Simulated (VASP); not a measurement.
Ti, 1 atom in the cell. The structure is cubic, space group Pm-3m (No. 221). The conventional cell has a = 2.781 Å, b = 2.781 Å, c = 2.781 Å, α = 90.00°, β = 90.00°, γ = 90.00°. Within 3.7 Å of Ti (site symmetry m-3m) lie 6 Ti at 2.78 Å.  This cell differs from its parent crystal: volume scaled by 1.12.

| Property | Result |
| --- | --- |
| Program | VASP 6.6.1 |
| Task | single point |
| Functional | RPBE |
| Potentials or basis | VASP PAW PBE potentials, release 64 (Ti_sv) |
| Cutoff | 520 eV |
| k mesh | 13 × 13 × 13 |
| Occupations | fermi-dirac, width 0.1 eV |
| Spin | no spin polarisation |
| Dipole correction | no |
| Further INCAR settings | ALGO = Normal; EDIFF = 1e-06; NBANDS = 12 |

Potentials or basis: VASP PAW PBE potentials, release 64 (Ti_sv).

The run is started by

```sh
$ cat potpaw_PBE.64/Ti_sv/POTCAR > POTCAR
$ mpirun -np 1 vasp_std > vasp.out
```

Hardware: 1 thread of AMD EPYC 7R43 64-Core Processor (Zen 3), with other jobs on the host.

Estimate the wall time of this run.

Wall time 26 s on 1 thread of AMD EPYC 7R43 64-Core Processor (Zen 3) (shared host), peak memory 0.11 GiB. Counts: scf iterations 13, k points 84.
